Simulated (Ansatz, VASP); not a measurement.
# CsGeF3 in VASP and in Ansatz

The input POSCAR:

```
CsGeF3
1.0
    4.4290720498      0.0000000000      0.0000000000
    0.0000000000      4.4290720498      0.0000000000
    0.0000000000      0.0000000000      4.4290720498
Cs Ge F
1 1 3
Direct
    0.0000000000      0.0000000000      0.0000000000
    0.5000000000      0.5000000000      0.5000000000
    0.5000000000      0.5000000000      0.0000000000
    0.5000000000      0.0000000000      0.5000000000
    0.0000000000      0.5000000000      0.5000000000
```

INCAR.step1

```
SYSTEM = CsGeF3
  PREC = Accurate
  ENCUT = 520
  ISMEAR = 0
  SIGMA = 0.01
  LREAL = .FALSE.
  LASPH = .TRUE.
  NELM = 100
  NBANDS = 30
  GGA = PE
  ALGO = Normal
  EDIFF = 1E-4
  LWAVE = .TRUE.
  LCHARG = .FALSE.
```

Contents of INCAR.step2:

```
SYSTEM = CsGeF3
  PREC = Accurate
  ENCUT = 520
  EDIFF = 1E-7
  ISMEAR = 0
  SIGMA = 0.01
  LREAL = .FALSE.
  LASPH = .TRUE.
  NELM = 100
  ALGO = Normal
  ISIF = 2
  LWAVE = .FALSE.
  LCHARG = .FALSE.
  METAGGA = R2SCAN
  LMIXTAU = .TRUE.
  NBANDS = 30
  ISTART = 1
```

Contents of KPOINTS:

```
regular mesh
0
G
  6 6 6
  0 0 0
```

Input for Ansatz:

```yaml
crystal:
  lattice:
    - [4.4290720498, 0.0, 0.0]
    - [0.0, 4.4290720498, 0.0]
    - [0.0, 0.0, 4.4290720498]
  atoms:
    - { symbol: Cs, position: [0.0, 0.0, 0.0] }
    - { symbol: Ge, position: [0.5, 0.5, 0.5] }
    - { symbol: F, position: [0.5, 0.5, 0.0] }
    - { symbol: F, position: [0.5, 0.0, 0.5] }
    - { symbol: F, position: [0.0, 0.5, 0.5] }
kpoints:
  mp_grid: { grid: [6, 6, 6] }
  band_path:
    path: [[0.0, 0.0, 0.0], [0.0, 0.5, 0.0], [0.5, 0.5, 0.0], [0.5, 0.5, 0.5]]
    npoints: 1
hamiltonian:
  xc: r2scan
scf:
  occupations: { method: fixed }
  n_extra_bands: 5
output:
  forces: true
  stress: true
  eigenvalues: true
```

Change from the starting cell: hydrostatic strain -1.5%.

Alike in both runs: task single point; functional r2SCAN; k mesh 6 × 6 × 6; no spin polarisation.

|  | VASP | Ansatz |
| --- | --- | --- |
| version | VASP 6.6.1 | Ansatz 0.2.0 |
| potentials or method | VASP PAW PBE potentials, release 64 (Cs_sv, Ge_d, F) | plane waves, PAW |
| plane-wave cutoff (eV) | 520 | 500 |
| occupations | gaussian, width 0.01 eV | fixed |
| valence electrons in the cell | 44 | 44 |

```tsv
	VASP	Ansatz	Ansatz less VASP
gap on the k mesh at the Fermi level (eV)	1.86	1.87	+0.009
pressure (GPa)	2.8	2.9	+0.10
```

VASP's potentials were made for PBE, not for r2SCAN.

Spin-orbit coupling is off throughout.
